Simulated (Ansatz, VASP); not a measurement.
## Bi: VASP beside Ansatz

INCAR

```
SYSTEM = Bi
PREC = Accurate
ENCUT = 520
EDIFF = 1E-6
ISMEAR = -1
SIGMA = 0.03
LREAL = .FALSE.
LASPH = .TRUE.
NELM = 100
ALGO = Normal
ISIF = 2
LWAVE = .FALSE.
LCHARG = .TRUE.
LELF = .TRUE.
LVHAR = .TRUE.
NBANDS = 22
```

KPOINTS

```
regular mesh
0
G
  11 11 11
  0 0 0
```

File POSCAR:

```
Bi
1.0
    2.3029109990      1.3295862852      4.0060322827
   -2.3029109990      1.3295862852      4.0060322827
    0.0000000000     -2.6591725704      4.0060322827
Bi
2
Direct
    0.2338900000      0.2338900000      0.2338900000
    0.7661100000      0.7661100000      0.7661100000
```

Input for Ansatz:

```yaml
crystal:
  lattice:
    - [2.302910999, 1.3295862852, 4.0060322827]
    - [-2.302910999, 1.3295862852, 4.0060322827]
    - [0.0, -2.6591725704, 4.0060322827]
  atoms:
    - { symbol: Bi, position: [0.23389, 0.23389, 0.23389] }
    - { symbol: Bi, position: [0.76611, 0.76611, 0.76611] }
kpoints:
  mp_grid: { grid: [11, 11, 11] }
  band_path:
    path:
      - [0.0, 0.0, 0.0]
      - [0.5, 0.5, 0.5]
      - [0.7598966753, 0.2401033247, 0.5]
      - [0.5, -0.2401033247, 0.2401033247]
      - [0.5, 0.0, 0.0]
      - [0.0, 0.0, 0.0]
      - [0.3700516624, -0.3700516624, 0.0]
      - [0.6299483376, 0.0, 0.3700516624]
      - [0.5, 0.0, 0.5]
    npoints: 5
scf:
  occupations: { method: fermi_dirac, width: 0.03 }
hamiltonian:
  xc: lda
  pseudopotentials: { kind: all_electron, lapw: { basis_error: 0.00025 } }
output:
  forces: true
  stress: true
  eigenvalues: true
```

Change from the starting cell: volume scaled by 1.04.

Alike in both runs: task single point; functional LDA; k mesh 11 × 11 × 11; occupations fermi-dirac, width 0.03 eV; no spin polarisation.

|  | VASP | Ansatz |
| --- | --- | --- |
| version | VASP 6.6.1 | Ansatz 0.2.0 |
| potentials or method | VASP PAW LDA potentials, release 64 (Bi_d), cutoff 520 eV | all-electron LAPW, scalar-relativistic |

|  | VASP | Ansatz | Ansatz less VASP |
| --- | --- | --- | --- |
| pressure (GPa) | -3.4 | -3.4 | -0.04 |
| traceless stress, the component that is largest in VASP (GPa) | 0.28 | 0.30 | +0.020 |
| rms of the force components (eV/Å) | 0.062 | 0.073 | +0.0112 |

LDA's correlation is that of Perdew and Zunger in VASP and of Perdew and Wang (1992) in Ansatz. Atom by atom the forces differ by 0.011 eV/Å (rms over components). Ansatz ran all-electron here, and VASP with PAW potentials.

Neither program's run includes spin-orbit coupling.
